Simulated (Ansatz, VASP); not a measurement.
## Two plane-wave programs on AlP

Contents of INCAR:

```
SYSTEM = AlP
PREC = Accurate
ENCUT = 500
EDIFF = 1E-6
ISMEAR = 0
SIGMA = 0.05
LREAL = .False.
LASPH = .True.
NELM = 120
ALGO = Normal
ISIF = 2
LWAVE = .False.
LCHARG = .False.
GGA = PS
NBANDS = 11
GGA_COMPAT = .False.
```

The input KPOINTS:

```
regular mesh
0
Gamma
  10 10 10
  0 0 0
```

POSCAR

```
AlP
1.0
    0.0000000000      2.7345548838      2.7345548838
    2.7345548838      0.0000000000      2.7345548838
    2.7345548838      2.7345548838      0.0000000000
Al P
1 1
Direct
    0.0000000000      0.0000000000      0.0000000000
    0.7500000000      0.7500000000      0.7500000000
```

Input for Ansatz:

```yaml
crystal:
  lattice:
    - [0.0, 2.7345548838, 2.7345548838]
    - [2.7345548838, 0.0, 2.7345548838]
    - [2.7345548838, 2.7345548838, 0.0]
  atoms:
    - { symbol: Al, position: [0.0, 0.0, 0.0] }
    - { symbol: P, position: [0.75, 0.75, 0.75] }
basis:
  ecutwfc: 420
  ecutrho_ratio: 4
kpoints:
  mp_grid: { grid: [10, 10, 10] }
hamiltonian:
  xc: pbesol
scf:
  occupations: { method: gaussian, width: 0.05 }
output:
  forces: true
  stress: true
  eigenvalues: true
```

Alike in both runs: task single point; functional PBEsol; k mesh 10 × 10 × 10; occupations gaussian, width 0.05 eV; no spin polarisation.

|  | VASP | Ansatz |
| --- | --- | --- |
| version | VASP 6.6.1 | Ansatz 0.2.0 |
| potentials or method | VASP PAW PBE potentials, release 64 (Al, P), cutoff 500 eV | scalar-relativistic, plane waves, PAW |
| valence electrons in the cell | 8 | 8 |

```tsv
	VASP	Ansatz	Ansatz less VASP
gap on the k mesh at the Fermi level (eV)	1.45	1.45	+0.003
least direct gap on the mesh (eV)	3.16	3.16	-0.006
pressure (GPa)	0.1	0.1	-0.03
```

VASP's potentials were made for PBE, not for PBEsol.
